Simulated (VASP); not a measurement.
Write the native input for VASP 6.6.1 that does the following.

```yaml
Task: single point
Functional: PBE
Potentials_or_basis: VASP PAW PBE potentials, release 64 (Cd, F)
Cutoff: 520 eV
k_mesh: 6 × 6 × 6
Occupations: gaussian, width 0.1 eV
Spin: collinear spin, ferromagnetic start
Starting_moments: "[0.0, 0.37, 0.37, 0.37] μB"
Dipole_correction: no
Further_INCAR_settings: ALGO = Normal; EDIFF = 1e-06; NBANDS = 28
```

The structure of CdF3 lies in POSCAR:

```
CdF3
1.0
    0.0000000000      2.8416514083      2.8416514083
    2.8416514083      0.0000000000      2.8416514083
    2.8416514083      2.8416514083      0.0000000000
Cd F
1 3
Direct
    0.0000000000      0.0000000000      0.0000000000
    0.2500000000      0.2500000000      0.2500000000
    0.7500000000      0.7500000000      0.7500000000
    0.5000000000      0.5000000000      0.5000000000
```

One way to write it, as run:

INCAR

```
PREC     = Accurate       # precision mode
ENCUT    = 520            # plane-wave cutoff, eV
EDIFF    = 1E-6           # SCF threshold, eV
ISMEAR   = 0              # smearing method
SIGMA    = 0.1            # smearing width, eV
LREAL    = F              # projectors in reciprocal space
LASPH    = T              # aspherical terms in the spheres
NELM     = 150            # most SCF steps
ALGO     = Normal         # electronic algorithm
ISIF     = 2              # what is computed and relaxed
LWAVE    = F              # write WAVECAR
LCHARG   = T              # write CHGCAR
ISPIN    = 2              # spin polarisation
MAGMOM   = 0 0.37 0.37 0.37 # initial moments
LORBIT   = 11             # projections on sites
GGA      = PE             # functional
LELF     = T              # ELF
LVHAR    = T            
NBANDS   = 28             # bands
```

KPOINTS

```
regular mesh
0
Gamma
  6 6 6
```

Potentials or basis: VASP PAW PBE potentials, release 64 (Cd, F).

Launch:

```sh
$ cat potpaw_PBE.64/Cd/POTCAR potpaw_PBE.64/F/POTCAR > POTCAR
$ mpirun -np 1 vasp_std > vasp.out
```

It gave:

```yaml
Pressure: 0.2 GPa
Band_gap_on_the_k_mesh: zero (filled and empty bands overlap)
Net_moment: 1.00 μB per cell
Site_moments: Cd +0.01; F +0.20, +0.51 μB
Valence_electrons_inside_the_program's_atomic_spheres: Cd 9.99; F 6.01, 5.92
```

It took 42 s on 1 thread of Intel(R) Xeon(R) Platinum 8488C (Sapphire Rapids) (shared host), peak memory 0.2 GiB.
